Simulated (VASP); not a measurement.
# Pd (I4/mmm) in VASP: a series of runs

The runs below take Pd through single point, with PBE.

Everything below comes from runs of VASP 6.6.1. Logs are shortened: lines on timing, memory, paths and dates and some standing lists are left out, and cuts for length are marked.

**1. The cell of the first run**

Symmetry: I4/mmm, No. 139, tetragonal system. Conventional cell: a = 2.613 Å, b = 2.613 Å, c = 4.084 Å, α = 90.00°, β = 90.00°, γ = 90.00°. Within 3.4 Å of Pd (site symmetry 4/mmm) lie 12 Pd at 2.61 to 2.75 Å.

**2. Single point, PBE (strain -0.050 along x and y, +0.050 along z)**

Contents of INCAR:

```
PREC = Accurate
ENCUT = 520
EDIFF = 1E-7
ISMEAR = 0
SIGMA = 0.15
LREAL = False
LASPH = True
NELM = 80
ALGO = Fast
ISIF = 2
LWAVE = False
LCHARG = True
GGA = PE
LELF = True
LVHAR = True
NBANDS = 11
```

Contents of KPOINTS:

```
regular mesh
0
Gamma
  20 20 20
```

Contents of POSCAR:

```
Pd
1.0
    0.0000000000      1.8476550000      2.0421450000
    1.8476550000      0.0000000000      2.0421450000
    1.8476550000      1.8476550000      0.0000000000
Pd
1
Direct
    0.0000000000      0.0000000000      0.0000000000
```

Potentials or basis: VASP PAW PBE potentials, release 64 (Pd).

Launch:

```sh
cat potpaw_PBE.64/Pd/POTCAR > POTCAR
mpirun -np 1 vasp_std > vasp.out
```

OUTCAR:

```text
PREC = Accurate
   ENCUT = 520
   EDIFF = 1E-7
   ISMEAR = 0
   LREAL = False
   LASPH = True
   NELM = 80
   ISIF = 2
   GGA = PE

 ion  position               nearest neighbor table
   1  0.000  0.000  0.000-

  LATTYP: Found a body centered tetragonal cell.
 ALAT       =     2.6129787596
 C/A-ratio  =     1.5630781479

  Lattice vectors:

 A1 = (  -1.8476550000,   0.0000000000,   2.0421450000)
 A2 = (   1.8476550000,   0.0000000000,   2.0421450000)
 A3 = (   0.0000000000,   1.8476550000,  -2.0421450000)

Analysis of symmetry for initial positions (statically):
=====================================================================
 Subroutine PRICEL returns:
 Original cell was already a primitive cell.

 Routine SETGRP: Setting up the symmetry group for a
 body centered tetragonal supercell.

 Subroutine GETGRP returns: Found 16 space group operations
 (whereof 16 operations were pure point group operations)
 out of a pool of 16 trial point group operations.

The static configuration has the point symmetry D_4h.

Analysis of symmetry for dynamics (positions and initial velocities):
=====================================================================
 Subroutine PRICEL returns:
 Original cell was already a primitive cell.

 Routine SETGRP: Setting up the symmetry group for a
 body centered tetragonal supercell.

 Subroutine GETGRP returns: Found 16 space group operations
 (whereof 16 operations were pure point group operations)
 out of a pool of 16 trial point group operations.

The dynamic configuration has the point symmetry D_4h.

 Subroutine INISYM returns: Found 16 space group operations
 (whereof 16 operations are pure point group operations),
 and found     1 'primitive' translations

----------------------------------------------------------------------------------------

                                     Primitive cell

  volume of cell :      13.9431

  direct lattice vectors                    reciprocal lattice vectors
     0.000000000  1.847655000  2.042145000    -0.270613291  0.270613291  0.244840597
     1.847655000  0.000000000  2.042145000     0.270613291 -0.270613291  0.244840597
     1.847655000  1.847655000  0.000000000     0.270613291  0.270613291 -0.244840597

  length of vectors
     2.753939941  2.753939941  2.612978760     0.454323700  0.454323700  0.454323700

  position of ions in fractional coordinates (direct lattice)
[... 83 lines left out ...]
   ISIF   =      2    stress and relaxation
   ISYM   =      2    0-nonsym 1-usesym 2-fastsym
   POTIM  = 0.5000    time-step for ionic-motion
   TEBEG  =    0.0;   TEEND  =   0.0 temperature during run
   PSTRESS=    0.0 pullay stress
   NELECT =      10.0000    total number of electrons
   NUPDOWN=      -1.0000    fix difference up-down
   EMIN   =  10.00;   EMAX   =-10.00  energy-range for DOS
   EFERMI =   0.00;   METHOD = LEGACY
   ISMEAR =     0;   SIGMA  =   0.15  broadening in eV -4-tet -1-fermi 0-gaus
   EFERMI_NEDOS =   21; number of points for ismear=-14 and -15
   IALGO  =     68    algorithm
   IMIX   =      4    mixing-type and parameters
     AMIX     =   0.40;   BMIX     =  1.00
     AMIX_MAG =   1.60;   BMIX_MAG =  1.00
  volume/ion in A,a.u.               =      13.94        94.09
  Fermi-wavevector in a.u.,A,eV,Ry     =   1.465397  2.769199 29.217004  2.147389
  Thomas-Fermi vector in A             =   2.581259
   LORBIT       =      0    0 simple, 1 ext, 2 COOP (PROOUT), +10 PAW based schemes
   GGA     = PE    functional components
   LHFCALC =     F    Hartree Fock is set to
   AEXX    =    0.0000 exact exchange contribution
   IVDW    =     0    specifies the selected vdW correction
   LEPSILON=     F    determine dielectric tensor
   LRPA    =     F    only Hartree local field effects (RPA)
 non-spin polarized calculation
 RMM-DIIS sequential band-by-band and
 Gauss-broadening in eV      SIGMA  =   0.15
  energy-cutoff  :      520.00
  volume of cell :       13.94
 maximum number of plane-waves:       387
   NGX = 11   NGY = 11   NGZ =  9

 number of electron      10.0000003 magnetization

 Free energy of the ion-electron system (eV)
  ---------------------------------------------------
  ext. energy  EPLUGINS =         0.00000000
  ---------------------------------------------------
  free energy    TOTEN  =        -5.12540593 eV

  energy without entropy =       -5.10214889  energy(sigma->0) =       -5.11377741

 E-fermi :  10.7501     XC(G=0): -13.5369

 val. band max:       10.7497191331   @ k =  -0.3500   0.4000   0.1500
 cond. band min:      10.7502331270   @ k =  -0.4500   0.1000   0.3000
 fundamental gap:      0.0005139939
 Fermi energy:        10.7501471712

 k-point     1 :       0.0000    0.0000    0.0000
  band No.  band energies     occupation
      1       3.1852      2.00000
      2       6.9823      2.00000
      3       8.0620      2.00000
      4       8.0620      2.00000
      5       8.8111      2.00000
      6       9.9435      2.00000
      7      28.1424      0.00000
      8      31.4096      0.00000
      9      33.9548      0.00000
     10      33.9548      0.00000
     11      38.2179      0.00000
[... 309 lines left out ...]
 k-point    24 :      -0.3500    0.0500    0.0000
  band No.  band energies     occupation
      1       5.2098      2.00000
      2       7.2808      2.00000
      3       8.2553      2.00000
      4       9.2146      2.00000
      5      10.0747      2.00000
      6      11.0130      0.01320
      7      21.4738      0.00000
      8      27.6096      0.00000
      9      32.3792      0.00000
     10      35.1895      0.00000
     11      36.8340      0.00000

 [... further k-points ...]

------------------------ aborting loop because EDIFF is reached ----------------------------------------

  FORCE on cell =-STRESS in cart. coord.  units (eV):
  Direction    XX          YY          ZZ          XY          YZ          ZX
  --------------------------------------------------------------------------------------
  -------------------------------------------------------------------------------------
  Total        2.1219611      2.1219611      1.2683732      0.0000000      0.0000000      0.0000000
  in kB      243.8314230    243.8314230    145.7468958      0.0000000      0.0000000      0.0000000
  external PRESSURE =     211.1365806 kB  Pullay stress =       0.0000000 kB

 VOLUME and BASIS-vectors are now :
 -----------------------------------------------------------------------------
  energy-cutoff  :      520.00
  volume of cell :       13.94
      direct lattice vectors                 reciprocal lattice vectors
     0.000000000  1.847655000  2.042145000    -0.270613291  0.270613291  0.244840597
     1.847655000  0.000000000  2.042145000     0.270613291 -0.270613291  0.244840597
     1.847655000  1.847655000  0.000000000     0.270613291  0.270613291 -0.244840597

 POSITION                                       TOTAL-FORCE (eV/Angst)
 -----------------------------------------------------------------------------------
      0.00000      0.00000      0.00000         0.000000      0.000000      0.000000
 -----------------------------------------------------------------------------------
    total drift:                                0.000000      0.000000      0.000000

  FREE ENERGIE OF THE ION-ELECTRON SYSTEM (eV)
  ---------------------------------------------------
  free  energy   TOTEN  =        -5.1254059291 eV

  energy  without entropy=       -5.1021488936  energy(sigma->0) =       -5.11377741
```

stdout:

```text
POSCAR found type information on POSCAR Pd
 POSCAR found :  1 types and       1 ions
 scaLAPACK will be used
 LDA part: xc-table for (Slater+PW92), standard interpolation
 POSCAR, INCAR and KPOINTS ok, starting setup
 FFT: planning ... GRIDC
 FFT: planning ... GRID_SOFT
 FFT: planning ... GRID
 WAVECAR not read
 entering main loop
```

It took 2.6 min on 1 thread of Intel Xeon 8259CL, shared host; peak memory 0.21 GiB.

Results:

```
Free energy            : -5.1254 eV
Pressure               : 21.1 GPa
Band gap on the k mesh : zero (bands 5 and 6 overlap by 2.03 eV)
```

Caveat: the cell differs from its parent crystal (strain -0.050 along x and y, +0.050 along z); the cell stands under pressure.

**3. Single point, PBE (strain +0.000 along x and y, -0.050 along z)**

Contents of INCAR:

```
SYSTEM = Pd
  ALGO = Normal
  EDIFF = 1E-6
  ENCUT = 520
  GGA = PE
  ISIF = 2
  ISMEAR = 0
  LASPH = .TRUE.
  LCHARG = .TRUE.
  LELF = .TRUE.
  LREAL = .FALSE.
  LVHAR = .TRUE.
  LWAVE = .FALSE.
  NBANDS = 11
  NELM = 100
  PREC = Accurate
  SIGMA = 0.15
```

Contents of KPOINTS:

```
k-points
0
G
  20 20 20
  0 0 0
```

Contents of POSCAR:

```
Pd
1.0
    0.0000000000      1.9449000000      1.8476550000
    1.9449000000      0.0000000000      1.8476550000
    1.9449000000      1.9449000000      0.0000000000
Pd
1
Direct
    0.0000000000      0.0000000000      0.0000000000
```

Potentials or basis: VASP PAW PBE potentials, release 64 (Pd).

Launch:

```sh
cat potpaw_PBE.64/Pd/POTCAR > POTCAR
mpirun -np 1 vasp_std > vasp.out
```

Run time: 1.9 min. Hardware: 1 thread of Intel Xeon 8259CL, shared host; peak memory 0.21 GiB.

Results (log left out):

* Free energy: -5.1513 eV
* Pressure: 19.6 GPa
* Band gap on the k mesh: zero (bands 5 and 6 overlap by 1.88 eV)

Stress tensor (GPa, compression positive):
```
18.75  0.00  0.00
 0.00 18.75  0.00
 0.00  0.00 21.43
```

Levels at points of the mesh, in eV from the Fermi level:
| k point | band 2 | band 3 | band 4 | band 5 | band 6 | band 7 | band 8 | band 9 |
| --- | --- | --- | --- | --- | --- | --- | --- | --- |
| (0.00, 0.00, 0.00) | -3.24 | -3.24 | -2.75 | -1.61 | -1.09 | 17.26 | 21.85 | 21.85 |
| (0.50, 0.00, 0.00) | -3.39 | -2.89 | -0.14 | 0.11 | 0.91 | 7.79 | 16.52 | 21.13 |
| (0.50, 0.50, 0.00) | -5.56 | -0.05 | 0.34 | 0.34 | 4.09 | 12.33 | 12.87 | 12.87 |
| (0.50, 0.00, 0.50) | -5.53 | -0.06 | 0.14 | 0.49 | 3.02 | 10.89 | 13.67 | 14.07 |

Caveat: the cell differs from its parent crystal (strain +0.000 along x and y, -0.050 along z); the cell stands under pressure.

**4. Single point, PBE (strain +0.025 along x and y, -0.050 along z)**

Contents of INCAR:

```
  PREC = Accurate
  ENCUT = 520
  EDIFF = 1E-6
  ISMEAR = 0
  SIGMA = 0.15
  LREAL = False
  LASPH = True
  NELM = 100
  ALGO = Normal
  ISIF = 2
  LWAVE = False
  LCHARG = True
  GGA = PE
  LELF = True
  LVHAR = True
  NBANDS = 11
```

Contents of KPOINTS:

```
Automatic mesh
0
Gamma
  20 20 20
```

Contents of POSCAR:

```
Pd
1.0
    0.0000000000      1.9935225000      1.8476550000
    1.9935225000      0.0000000000      1.8476550000
    1.9935225000      1.9935225000      0.0000000000
Pd
1
Direct
    0.0000000000      0.0000000000      0.0000000000
```

Launch:

```sh
cat potpaw_PBE.64/Pd/POTCAR > POTCAR
mpirun -np 1 vasp_std > vasp.out
```

Wall time 2 min (1 thread of Intel Xeon 8259CL, shared host); peak memory 0.22 GiB.

It converged, with:

| Property | Result |
| --- | --- |
| Free energy | -5.2074 eV |
| Pressure | 8.0 GPa |
| Band gap on the k mesh | zero (bands 5 and 6 overlap by 1.81 eV) |

Stress tensor (GPa, compression positive):
```
7.07 0.00 0.00
0.00 7.07 0.00
0.00 0.00 9.87
```

Levels at points of the mesh, in eV from the Fermi level:
| k point | band 1 | band 2 | band 3 | band 4 | band 5 | band 6 | band 7 | band 8 | band 9 | band 10 |
| --- | --- | --- | --- | --- | --- | --- | --- | --- | --- | --- |
| (0.00, 0.00, 0.00) | -7.16 | -3.05 | -3.05 | -2.38 | -1.61 | -0.91 | 17.31 | 21.40 | 21.40 | 23.32 |
| (0.50, 0.00, 0.00) | -5.32 | -3.23 | -2.54 | -0.19 | 0.15 | 1.04 | 7.40 | 16.42 | 20.39 | 22.20 |
| (0.50, 0.50, 0.00) | -5.42 | -5.14 | -0.04 | 0.32 | 0.32 | 4.43 | 12.24 | 12.32 | 12.32 | 20.80 |
| (0.50, 0.00, 0.50) | -5.42 | -5.09 | -0.09 | 0.05 | 0.50 | 2.88 | 10.16 | 13.53 | 14.03 | 22.20 |

Caveat: the cell differs from its parent crystal (strain +0.025 along x and y, -0.050 along z); the cell stands under pressure.

**5. Single point, PBE (strain +0.050 along x and y, -0.050 along z)**

Contents of INCAR:

```
PREC = Accurate
ENCUT = 520
EDIFF = 1E-6
ISMEAR = 0
SIGMA = 0.15
LREAL = F
LASPH = T
NELM = 60
ALGO = Normal
ISIF = 2
LWAVE = F
LCHARG = F
GGA = PE
NBANDS = 11
```

Contents of KPOINTS:

```
regular mesh
0
Gamma
  20 20 20
```

Contents of POSCAR:

```
Pd
1.0
    0.0000000000      2.0421450000      1.8476550000
    2.0421450000      0.0000000000      1.8476550000
    2.0421450000      2.0421450000      0.0000000000
Pd
1
Direct
    0.0000000000      0.0000000000      0.0000000000
```

Launch:

```sh
cat potpaw_PBE.64/Pd/POTCAR > POTCAR
mpirun -np 1 vasp_std > vasp.out
```

It took 2 min on 1 thread of Intel Xeon 8259CL, shared host; peak memory 0.22 GiB.

The run converged. Its results:

| Item | Value |
| --- | --- |
| Free energy | -5.2189 eV |
| Pressure | -0.8 GPa |
| Band gap on the k mesh | zero (bands 5 and 6 overlap by 1.69 eV) |

Stress tensor (GPa, compression positive):
```
-1.72  0.00  0.00
 0.00 -1.72  0.00
 0.00  0.00  0.98
```

Levels at points of the mesh, in eV from the Fermi level:
| k point | band 2 | band 3 | band 4 | band 5 | band 6 | band 7 | band 8 | band 9 |
| --- | --- | --- | --- | --- | --- | --- | --- | --- |
| (0.00, 0.00, 0.00) | -2.86 | -2.86 | -2.06 | -1.60 | -0.78 | 17.35 | 20.97 | 20.97 |
| (0.50, 0.00, 0.00) | -3.08 | -2.23 | -0.23 | 0.19 | 1.15 | 7.05 | 16.26 | 19.67 |
| (0.50, 0.50, 0.00) | -4.76 | -0.03 | 0.29 | 0.29 | 4.74 | 11.79 | 11.79 | 12.16 |
| (0.50, 0.00, 0.50) | -4.69 | -0.11 | -0.02 | 0.50 | 2.77 | 9.49 | 13.41 | 13.98 |

Caveat: the cell differs from its parent crystal (strain +0.050 along x and y, -0.050 along z).

**6. Single point, PBE (strain +0.050 along x and y, +0.000 along z)**

Contents of INCAR:

```
PREC = Accurate
ENCUT = 520
EDIFF = 1E-6
ISMEAR = 0
SIGMA = 0.15
LREAL = False
LASPH = True
NELM = 60
ALGO = Normal
ISIF = 2
LWAVE = False
LCHARG = False
GGA = PE
NBANDS = 11
```

KPOINTS is that of step 5.

Contents of POSCAR:

```
Pd
1.0
    0.0000000000      2.0421450000      1.9449000000
    2.0421450000      0.0000000000      1.9449000000
    2.0421450000      2.0421450000      0.0000000000
Pd
1
Direct
    0.0000000000      0.0000000000      0.0000000000
```

Potentials or basis: VASP PAW PBE potentials, release 64 (Pd).

Launch:

```sh
cat potpaw_PBE.64/Pd/POTCAR > POTCAR
mpirun -np 1 vasp_std > vasp.out
```

It took 1.8 min on 1 thread of Intel Xeon 8259CL, shared host; peak memory 0.24 GiB.

It converged, with:

```
Free energy            : -5.2023 eV
Pressure               : -8.2 GPa
Band gap on the k mesh : zero (bands 5 and 6 overlap by 1.45 eV)
```

Stress tensor (GPa, compression positive):
```
-8.68  0.00  0.00
 0.00 -8.68  0.00
 0.00  0.00 -7.27
```

Levels at points of the mesh, in eV from the Fermi level:
| k point | band 2 | band 3 | band 4 | band 5 | band 6 | band 7 | band 8 | band 9 |
| --- | --- | --- | --- | --- | --- | --- | --- | --- |
| (0.00, 0.00, 0.00) | -2.55 | -2.55 | -2.17 | -1.26 | -0.87 | 17.15 | 21.03 | 21.03 |
| (0.50, 0.00, 0.00) | -2.65 | -2.27 | -0.12 | 0.06 | 1.23 | 6.62 | 16.36 | 19.65 |
| (0.50, 0.50, 0.00) | -4.38 | -0.05 | 0.25 | 0.25 | 3.98 | 10.67 | 12.12 | 12.12 |
| (0.50, 0.00, 0.50) | -4.37 | -0.07 | 0.10 | 0.35 | 3.08 | 9.42 | 12.91 | 13.11 |

Caveat: the cell differs from its parent crystal (strain +0.050 along x and y, +0.000 along z); the cell stands under tension.

**7. Overview**

| cell | gap on the mesh (eV) | pressure (GPa) |
| --- | --- | --- |
| a = 2.754, b = 2.754, c = 2.613 Å, angles 61.7, 61.7, 56.6°, 1 atom | none | 21.1 |
| a = 2.683, b = 2.683, c = 2.751 Å, angles 59.2, 59.2, 61.7°, 1 atom | none | 19.6 |
| a = 2.718, b = 2.718, c = 2.819 Å, angles 58.8, 58.8, 62.5°, 1 atom | none | 8.0 |
| a = 2.754, b = 2.754, c = 2.888 Å, angles 58.4, 58.4, 63.2°, 1 atom | none | -0.8 |
| a = 2.820, b = 2.820, c = 2.888 Å, angles 59.2, 59.2, 61.6°, 1 atom | none | -8.2 |

Alike in all rows: task single point; level PBE; potentials or basis VASP PAW PBE potentials, release 64 (Pd); no spin polarisation; k mesh 20 × 20 × 20; cutoff (eV) 520; smearing gaussian 0.15 eV.

Caveats: the cell stands under pressure (at least some runs); the cell stands under tension (at least some runs).

Total energies depend on the potentials used, so only differences within one code and one set of settings carry meaning.
